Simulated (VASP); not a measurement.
# SnSe in VASP: further runs

The runs below take SnSe through single point, with r2SCAN.

All numbers are computed with VASP 6.6.1; they aren't measurements. Logs are shortened: lines on timing, memory, paths and dates and some standing lists are left out, and cuts for length are marked.

**1. The cell of the first run**

The cell holds a slab with vacuum, 4 atoms: a = 4.285 Å, b = 4.285 Å, c = 11.741 Å, α = 90.00°, β = 90.00°, γ = 90.00°.

**2. Single point, r2SCAN (the distance across one plane changed)**

Contents of POSCAR:

```
SnSe
1.0
   -4.2853274191      0.0000000000      0.0000000000
    0.0000000000     -4.2853274191      0.0000000000
    0.0000000000      0.0000000000     11.7406921300
Sn Se
2 2
Direct
    0.5000000000      0.0000000000      0.3484509690
    0.0000000000      0.5000000000      0.5876686403
    0.5000000000      0.0000000000      0.5766866467
    0.0000000000      0.5000000000      0.3594329626
```

Contents of INCAR.step1:

```
SYSTEM = SnSe
  ALGO = Normal
  EDIFF = 1E-4
  ENCUT = 520
  GGA = PE
  ISMEAR = 0
  LASPH = .TRUE.
  LCHARG = .FALSE.
  LREAL = .FALSE.
  LWAVE = .TRUE.
  NBANDS = 28
  NELM = 100
  PREC = Accurate
  SIGMA = 0.05
```

Contents of INCAR.step2:

```
SYSTEM = SnSe
  ALGO = Normal
  EDIFF = 1E-7
  ENCUT = 520
  ISIF = 2
  ISMEAR = 0
  ISTART = 1
  LASPH = .TRUE.
  LCHARG = .TRUE.
  LELF = .TRUE.
  LMIXTAU = .TRUE.
  LREAL = .FALSE.
  LVHAR = .TRUE.
  LWAVE = .FALSE.
  METAGGA = R2SCAN
  NBANDS = 28
  NELM = 100
  PREC = Accurate
  SIGMA = 0.05
```

Contents of KPOINTS:

```
k-points
0
G
  6 6 3
  0 0 0
```

Potentials or basis: VASP PAW PBE potentials, release 64 (Sn_d, Se).

Started as:

```bash
$ cat potpaw_PBE.64/Sn_d/POTCAR potpaw_PBE.64/Se/POTCAR > POTCAR
$ cp INCAR.step1 INCAR
$ mpirun -np 1 vasp_std > vasp.out
$ cp INCAR.step2 INCAR
$ mpirun -np 1 vasp_std > vasp.out
```

OUTCAR:

```text
SYSTEM = SnSe
   EDIFF = 1E-7
   ENCUT = 520
   ISIF = 2
   ISMEAR = 0
   ISTART = 1
   LASPH = .TRUE.
   LREAL = .FALSE.
   METAGGA = R2SCAN
   NELM = 100
   PREC = Accurate

 ion  position               nearest neighbor table
   1  0.500  0.000  0.348-   3 2.68   4 3.03   4 3.03   4 3.03   4 3.03
   2  0.000  0.500  0.588-   4 2.68   3 3.03   3 3.03   3 3.03   3 3.03
   3  0.500  0.000  0.577-   1 2.68   2 3.03   2 3.03   2 3.03   2 3.03
   4  0.000  0.500  0.359-   2 2.68   1 3.03   1 3.03   1 3.03   1 3.03

  LATTYP: Found a simple tetragonal cell.
 ALAT       =     4.2853274191
 C/A-ratio  =     2.7397421438

  Lattice vectors:

 A1 = (  -4.2853274191,   0.0000000000,   0.0000000000)
 A2 = (   0.0000000000,  -4.2853274191,   0.0000000000)
 A3 = (   0.0000000000,   0.0000000000,  11.7406921300)

Analysis of symmetry for initial positions (statically):
=====================================================================
 Subroutine PRICEL returns:
 Original cell was already a primitive cell.

 Routine SETGRP: Setting up the symmetry group for a
 simple tetragonal supercell.

 Subroutine GETGRP returns: Found 16 space group operations
 (whereof  4 operations were pure point group operations)
 out of a pool of 16 trial point group operations.

The static configuration has the point symmetry C_2v.
 The point group associated with its full space group is D_4h.

Analysis of symmetry for dynamics (positions and initial velocities):
=====================================================================
 Subroutine PRICEL returns:
 Original cell was already a primitive cell.

 Routine SETGRP: Setting up the symmetry group for a
 simple tetragonal supercell.

 Subroutine GETGRP returns: Found 16 space group operations
 (whereof  4 operations were pure point group operations)
 out of a pool of 16 trial point group operations.

The dynamic configuration has the point symmetry C_2v.
 The point group associated with its full space group is D_4h.

 Subroutine INISYM returns: Found 16 space group operations
 (whereof  4 operations are pure point group operations),
 and found     1 'primitive' translations

----------------------------------------------------------------------------------------

[... 87 lines left out ...]
   LSORBIT =      F    spin-orbit coupling
   LASPH  =      T    aspherical Exc in radial PAW
   ENCUT  =  520.0 eV  38.22 Ry    6.18 a.u.   7.97  7.97 21.83*2*pi/ulx,y,z
   NELM   =    100;   NELMIN=  2; NELMDL=  0     # of ELM steps
   EDIFF  = 0.1E-06   stopping-criterion for ELM
   LREAL  =      F    real-space projection
   EDIFFG = 0.1E-05   stopping-criterion for IOM
   NSW    =      0    number of steps for IOM
   IBRION =     -1    ionic relax: 0-MD 1-quasi-New 2-CG
   NFREE  =      0    steps in history (QN), initial steepest desc. (CG)
   ISIF   =      2    stress and relaxation
   ISYM   =      2    0-nonsym 1-usesym 2-fastsym
   POTIM  = 0.5000    time-step for ionic-motion
   TEBEG  =    0.0;   TEEND  =   0.0 temperature during run
   PSTRESS=    0.0 pullay stress
   NELECT =      40.0000    total number of electrons
   NUPDOWN=      -1.0000    fix difference up-down
   EMIN   =  10.00;   EMAX   =-10.00  energy-range for DOS
   EFERMI =   0.00;   METHOD = LEGACY
   ISMEAR =     0;   SIGMA  =   0.05  broadening in eV -4-tet -1-fermi 0-gaus
   EFERMI_NEDOS =   21; number of points for ismear=-14 and -15
   IALGO  =     38    algorithm
   IMIX   =      4    mixing-type and parameters
     AMIX     =   0.40;   BMIX     =  1.00
     AMIX_MAG =   1.60;   BMIX_MAG =  1.00
  volume/ion in A,a.u.               =      53.90       363.75
  Fermi-wavevector in a.u.,A,eV,Ry     =   0.933700  1.764438 11.861513  0.871797
  Thomas-Fermi vector in A             =   2.060429
   LORBIT       =      0    0 simple, 1 ext, 2 COOP (PROOUT), +10 PAW based schemes
   METAGGA = R2SCAN    functional components
   LHFCALC =     F    Hartree Fock is set to
   AEXX    =    0.0000 exact exchange contribution
   IVDW    =     0    specifies the selected vdW correction
   LEPSILON=     F    determine dielectric tensor
   LRPA    =     F    only Hartree local field effects (RPA)
 non-spin polarized calculation
 Gauss-broadening in eV      SIGMA  =   0.05
  energy-cutoff  :      520.00
  volume of cell :      215.61
 maximum number of plane-waves:      5848
 NGX is ok and might be reduce to    32
   NGX = 15   NGY = 15   NGZ = 43

 number of electron      40.0000019 magnetization

 Free energy of the ion-electron system (eV)
  ---------------------------------------------------
  ext. energy  EPLUGINS =         0.00000000
  ---------------------------------------------------
  free energy    TOTEN  =       -79.57213041 eV

  energy without entropy =      -79.57213041  energy(sigma->0) =      -79.57213041

 E-fermi :   0.3538     XC(G=0):  -5.8242

 val. band max:        0.1267308225   @ k =   0.3333   0.0000   0.3333
 cond. band min:       1.9001862858   @ k =   0.3333   0.0000   0.3333
 fundamental gap:      1.7734554633
 Fermi energy:         0.3537728919

 k-point     1 :       0.0000    0.0000    0.0000
  band No.  band energies     occupation
      1     -21.6475      2.00000
      2     -21.6431      2.00000
      3     -21.6421      2.00000
      4     -21.6359      2.00000
      5     -21.6220      2.00000
      6     -21.5900      2.00000
[... 609 lines left out ...]
     27       7.1131      0.00000
     28       7.1131      0.00000

------------------------ aborting loop because EDIFF is reached ----------------------------------------

  FORCE on cell =-STRESS in cart. coord.  units (eV):
  Direction    XX          YY          ZZ          XY          YZ          ZX
  --------------------------------------------------------------------------------------
  -------------------------------------------------------------------------------------
  Total        0.0345077      0.0345077      0.0086773      0.0000000     -0.0000000      0.0000000
  in kB        0.2564279      0.2564279      0.0644813      0.0000000     -0.0000000      0.0000000
  external PRESSURE =       0.1924457 kB  Pullay stress =       0.0000000 kB

 VOLUME and BASIS-vectors are now :
 -----------------------------------------------------------------------------
  energy-cutoff  :      520.00
  volume of cell :      215.61
      direct lattice vectors                 reciprocal lattice vectors
    -4.285327419  0.000000000  0.000000000    -0.233354398  0.000000000  0.000000000
     0.000000000 -4.285327419  0.000000000     0.000000000 -0.233354398  0.000000000
     0.000000000  0.000000000 11.740692130     0.000000000  0.000000000  0.085173854

 POSITION                                       TOTAL-FORCE (eV/Angst)
 -----------------------------------------------------------------------------------
     -2.14266      0.00000      4.09106        -0.000000      0.000000     -0.016255
      0.00000     -2.14266      6.89964         0.000000      0.000000      0.016255
     -2.14266      0.00000      6.77070        -0.000000     -0.000000     -0.000578
      0.00000     -2.14266      4.21999        -0.000000     -0.000000      0.000578
 -----------------------------------------------------------------------------------
    total drift:                               -0.000000      0.000000      0.000215

  FREE ENERGIE OF THE ION-ELECTRON SYSTEM (eV)
  ---------------------------------------------------
  free  energy   TOTEN  =       -79.5721304120 eV

  energy  without entropy=      -79.5721304120  energy(sigma->0) =      -79.57213041
```

OUTCAR.step1:

```text
SYSTEM = SnSe
   EDIFF = 1E-4
   ENCUT = 520
   GGA = PE
   ISMEAR = 0
   LASPH = .TRUE.
   LREAL = .FALSE.
   NELM = 100
[... 843 lines left out ...]
      0.00000     -2.14266      6.89964         0.000000     -0.000000      0.153716
     -2.14266      0.00000      6.77070        -0.000000      0.000000      0.264672
      0.00000     -2.14266      4.21999        -0.000000      0.000000     -0.264672
 -----------------------------------------------------------------------------------
    total drift:                               -0.000000      0.000000      0.000177

  FREE ENERGIE OF THE ION-ELECTRON SYSTEM (eV)
  ---------------------------------------------------
  free  energy   TOTEN  =       -16.2487202965 eV

  energy  without entropy=      -16.2487202965  energy(sigma->0) =      -16.24872030
```

Run time: 7.5 min. Hardware: 1 thread of Intel Xeon Platinum 8259CL at 2.50GHz (Skylake/Cascade Lake), shared host; peak memory 0.38 GiB.

Results:

```
Free energy            : -79.5721 eV
Largest force          : 0.016 eV/Å
Band gap on the k mesh : 1.77 eV
```

Forces on the atoms (eV/Å):
```
Sn   0.000  0.000 -0.016
Sn   0.000  0.000  0.016
Se   0.000  0.000 -0.001
Se   0.000  0.000  0.001
```

Caveat: the cell differs from its parent crystal (the distance across one plane changed); there is no dipole correction, which matters where the two faces differ; the PAW data sets were made with another functional, which shifts forces and pressure a little; spin-orbit coupling is left out, which moves the levels of the heavy elements.

**3. Single point, r2SCAN (the distance across one plane changed)**

Contents of POSCAR:

```
SnSe
1.0
   -4.2853274191      0.0000000000      0.0000000000
    0.0000000000     -4.2853274191      0.0000000000
    0.0000000000      0.0000000000     11.9906921300
Sn Se
2 2
Direct
    0.5000000000      0.0000000000      0.3411859387
    0.0000000000      0.5000000000      0.5754160398
    0.5000000000      0.0000000000      0.5646630154
    0.0000000000      0.5000000000      0.3519389631
```

Contents of INCAR.step1:

```
  PREC = Accurate
  ENCUT = 520
  ISMEAR = 0
  SIGMA = 0.05
  LREAL = False
  LASPH = True
  NELM = 100
  NBANDS = 28
  GGA = PE
  ALGO = Normal
  EDIFF = 1E-4
  LWAVE = True
  LCHARG = False
```

Contents of INCAR.step2:

```
  PREC = Accurate
  ENCUT = 520
  EDIFF = 1E-6
  ISMEAR = 0
  SIGMA = 0.05
  LREAL = False
  LASPH = True
  NELM = 100
  ALGO = Normal
  ISIF = 2
  LWAVE = False
  LCHARG = False
  METAGGA = R2SCAN
  LMIXTAU = True
  NBANDS = 28
  ISTART = 1
```

Contents of KPOINTS:

```
regular mesh
0
Gamma
  6 6 3
```

Potentials or basis: VASP PAW PBE potentials, release 64 (Sn_d, Se).

Started as:

```bash
$ cat potpaw_PBE.64/Sn_d/POTCAR potpaw_PBE.64/Se/POTCAR > POTCAR
$ cp INCAR.step1 INCAR
$ mpirun -np 1 vasp_std > vasp.out
$ cp INCAR.step2 INCAR
$ mpirun -np 1 vasp_std > vasp.out
```

Wall time 6.1 min (1 thread of Intel Xeon Platinum 8259CL at 2.50GHz (Skylake/Cascade Lake), shared host); peak memory 0.39 GiB.

It converged, with:

```
Free energy            : -79.5720 eV
Largest force          : 0.020 eV/Å
Band gap on the k mesh : 1.77 eV
```

Forces in eV/Å, atoms in the order of the input:
```
Sn   0.000  0.000 -0.020
Sn   0.000  0.000  0.020
Se   0.000  0.000 -0.001
Se   0.000  0.000  0.001
```

Levels at points of the mesh, in eV from the valence-band top:
```csv
k point,band 18,band 19,band 20,band 21,band 22,band 23
"(0.00, 0.00, 0.00)",-1.81,-1.81,-0.30,1.87,4.23,4.24
"(0.50, 0.00, 0.00)",-1.63,-0.14,-0.14,1.84,1.84,2.32
"(0.50, 0.50, 0.00)",-3.32,-1.77,-1.77,4.01,4.01,5.20
```

Caveat: the cell differs from its parent crystal (the distance across one plane changed); there is no dipole correction, which matters where the two faces differ; the PAW data sets were made with another functional, which shifts forces and pressure a little; spin-orbit coupling is left out, which moves the levels of the heavy elements.
